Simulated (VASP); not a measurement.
The system is Cd2P.

```
Cd P
1.0
     0.00000    3.41237    3.41237
     3.41237    0.00000    3.41237
     3.41237    3.41237    0.00000
Cd P
2 1
Direct
  0.25000 0.25000 0.25000
  0.75000 0.75000 0.75000
  0.50000 0.50000 0.50000
```

| Quantity | Value |
| --- | --- |
| Program | VASP 6.6.1 |
| Task | relaxation of cell and atoms |
| Functional | PBE |
| Potentials or basis | VASP PAW PBE potentials, release 64 (Cd, P) |
| Cutoff | 600 eV |
| k mesh | 4 × 4 × 4 |
| Occupations | gaussian, width 0.1 eV |
| Spin | no spin polarisation |

At the start: pressure -4.7 GPa; volume 26.49 Å³/atom.

Task: How do energy, volume and symmetry change on relaxing?

Result: Over 3 steps the energy falls by 49.2 meV/atom and the volume is 23.51 Å³/atom (-11.3 %); space group Fm-3m (No. 225, to 0.05 Å).

The path:
| step | energy change (eV) | largest force (eV/Å) | pressure (GPa) | volume (Å³) |
| --- | --- | --- | --- | --- |
| 1 | 0.0000 | 0.0000 | -4.67 | 79.47 |
| 2 | -0.1471 | 0.0000 | -0.30 | 70.91 |
| 3 | -0.1475 | 0.0000 | -0.02 | 70.52 |

Final structure:
```
Cd P
1.0
     0.00000    3.27913    3.27913
     3.27913    0.00000    3.27913
     3.27913    3.27913    0.00000
Cd P
2 1
Direct
  0.25000 0.25000 0.25000
  0.75000 0.75000 0.75000
  0.50000 0.50000 0.50000
```

Caveat: the k points lie up to 0.41 Å⁻¹ apart in the final cell.
